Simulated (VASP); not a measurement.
Li3Pt, 4 atoms in the cell. It takes space group I4/mmm (No. 139, tetragonal). Conventional cell: a = 3.862 Å, b = 3.862 Å, c = 7.157 Å, α = 90.00°, β = 90.00°, γ = 90.00°. Within 3.6 Å of Li (site symmetry -4m2) lie 10 Li at 2.63 to 3.58 Å and 4 Pt at 2.63 Å. Within 3.6 Å of Li (site symmetry 4/mmm) lie 8 Li at 2.63 Å and 6 Pt at 2.73 to 3.58 Å. Pt (site symmetry 4/mmm) has 14 Li at 2.63 to 3.58 Å within 3.6 Å. 

```yaml
Program: VASP 6.6.1
Task: single point
Functional: PBEsol
Potentials_or_basis: VASP PAW PBE potentials, release 64 (Li_sv, Pt)
Cutoff: 520 eV
k_mesh: 8 × 8 × 8
Occupations: methfessel-paxton, width 0.15 eV
Spin: no spin polarisation
Dipole_correction: no
Further_INCAR_settings: ALGO = Normal; EDIFF = 1e-06; NBANDS = 18
```

Potentials or basis: VASP PAW PBE potentials, release 64 (Li_sv, Pt).

The run is started by

```bash
$ cat potpaw_PBE.64/Li_sv/POTCAR potpaw_PBE.64/Pt/POTCAR > POTCAR
$ mpirun -np 1 vasp_std > vasp.out
```

Hardware: 1 thread of Intel(R) Xeon(R) Platinum 8488C (Sapphire Rapids), with other jobs on the host.

Task: Estimate the wall time of this run.

Result: Wall time 33 s on 1 thread of Intel(R) Xeon(R) Platinum 8488C (Sapphire Rapids), on a shared host, peak memory 0.22 GiB. Counts: scf iterations 12, k points 59.
